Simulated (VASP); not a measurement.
Set up this calculation in VASP 6.6.1, as the native input.

* Task: single point
* Functional: PBE
* Potentials or basis: VASP PAW PBE potentials, release 64 (Co)
* Cutoff: 520 eV
* k mesh: 24 × 24 × 8
* Occupations: gaussian, width 0.1 eV
* Spin: collinear spin, ferromagnetic start
* Starting moments: [1.88, 1.88, 1.88, 1.88] μB
* Dipole correction: no
* Further INCAR settings: ALGO = Normal; EDIFF = 1e-06; NBANDS = 30

The structure of Co lies in POSCAR:

```
Co
1.0
    2.3420993148      0.0000000000      0.0000000000
   -1.1710496574      2.0283175048      0.0000000000
    0.0000000000      0.0000000000      7.6077184113
Co
4
Direct
    0.0000000000      0.0000000000      0.0000000000
    0.3333333333      0.6666666667      0.2500000000
    0.0000000000      0.0000000000      0.5000000000
    0.6666666667      0.3333333333      0.7500000000
```

This cell differs from its parent crystal: equal strain along all axes, cell held: -6.0 %.

One way to write it, as run:

INCAR

```
SYSTEM = Co
ALGO = Normal ; EDIFF = 1E-6
ENCUT = 520 ; GGA = PE
ISIF = 2 ; ISMEAR = 0
ISPIN = 2 ; LASPH = .True.
LCHARG = .False. ; LMAXMIX = 4
LORBIT = 11 ; LREAL = .False.
LWAVE = .False. ; MAGMOM = 1.88 1.88 1.88 1.88
NBANDS = 30 ; NELM = 150
PREC = Accurate ; SIGMA = 0.1
```

KPOINTS

```
k-points
0
Gamma
  24 24 8
  0 0 0
```

Potentials or basis: VASP PAW PBE potentials, release 64 (Co).

Launch:

```sh
$ cat potpaw_PBE.64/Co/POTCAR > POTCAR
$ mpirun -np 1 vasp_std > vasp.out
```

Results of the run:

```yaml
Pressure: 60.0 GPa
Band_gap_on_the_k_mesh: zero (filled and empty bands overlap)
Net_moment: 5.99 μB per cell
Site_moments: Co +1.47, +1.49 (each value once) μB
Valence_electrons_inside_the_program's_atomic_spheres: Co 8.70
```

Caveat: the cell differs from its parent crystal (equal strain along all axes, cell held: -6.0 %); the cell stands under pressure.

Wall time 13 min on 1 thread of Oxide Virtual Turin-like Processor (shared host), peak memory 0.47 GiB.
